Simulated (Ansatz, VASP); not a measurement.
One calculation of SiC, two programs

File INCAR:

```
SYSTEM = SiC
PREC = Accurate
ENCUT = 520
EDIFF = 1E-6
ISMEAR = 0
SIGMA = 0.05
LREAL = .FALSE.
LASPH = .TRUE.
NELM = 80
ALGO = Normal
ISIF = 2
LWAVE = .FALSE.
LCHARG = .FALSE.
GGA = PE
NBANDS = 26
```

Contents of KPOINTS:

```
regular mesh
0
G
  12 12 4
  0 0 0
```

Contents of POSCAR:

```
SiC
1.0
    3.3416497952      0.0000000000      0.0000000000
   -1.6708248976      2.8939536132      0.0000000000
    0.0000000000      0.0000000000      9.7241656306
Si C
4 4
Direct
    0.6666666667      0.3333333333      0.9378441878
    0.3333333333      0.6666666667      0.4378441878
    0.0000000000      0.0000000000      0.6878995565
    0.0000000000      0.0000000000      0.1878995565
    0.6666666667      0.3333333333      0.7498074459
    0.3333333333      0.6666666667      0.2498074459
    0.0000000000      0.0000000000      0.5004478098
    0.0000000000      0.0000000000      0.0004478098
```

Input for Ansatz:

```yaml
crystal:
  lattice:
    - [3.3416497952, 0.0, 0.0]
    - [-1.6708248976, 2.8939536132, 0.0]
    - [0.0, 0.0, 9.7241656306]
  atoms:
    - { symbol: Si, position: [0.6666666667, 0.3333333333, 0.9378441878] }
    - { symbol: Si, position: [0.3333333333, 0.6666666667, 0.4378441878] }
    - { symbol: Si, position: [0.0, 0.0, 0.6878995565] }
    - { symbol: Si, position: [0.0, 0.0, 0.1878995565] }
    - { symbol: C, position: [0.6666666667, 0.3333333333, 0.7498074459] }
    - { symbol: C, position: [0.3333333333, 0.6666666667, 0.2498074459] }
    - { symbol: C, position: [0.0, 0.0, 0.5004478098] }
    - { symbol: C, position: [0.0, 0.0, 0.0004478098] }
basis:
  ecutwfc: 420
kpoints:
  mp_grid: { grid: [12, 12, 4] }
hamiltonian:
  xc: pbe
scf:
  occupations: { method: gaussian, width: 0.05 }
output:
  forces: true
  stress: true
  eigenvalues: true
```

Change from the starting cell: strain +0.080 along x and y, -0.040 along z, atoms carried along.

Alike in both runs: task single point; functional PBE; k mesh 12 × 12 × 4; occupations gaussian, width 0.05 eV; no spin polarisation.

```csv
,VASP,Ansatz
version,VASP 6.6.1,Ansatz 0.2.0
potentials or method,"VASP PAW PBE potentials, release 64 (Si, C), cutoff 520 eV","scalar-relativistic, plane waves, PAW"
valence electrons in the cell,32,32
```

```tsv
	VASP	Ansatz	Ansatz less VASP
gap on the k mesh at the Fermi level (eV)	1.57	1.58	+0.010
least direct gap on the mesh (eV)	2.39	2.40	+0.008
pressure (GPa)	-15.9	-15.9	0.00
traceless stress, the component that is largest in VASP (GPa)	33.88	33.75	-0.129
rms of the force components (eV/Å)	0.584	0.583	-0.0006
```

Atom by atom the forces differ by 0.001 eV/Å (rms over components). With one functional, cell and mesh, what is left measures potentials, basis and numerics.
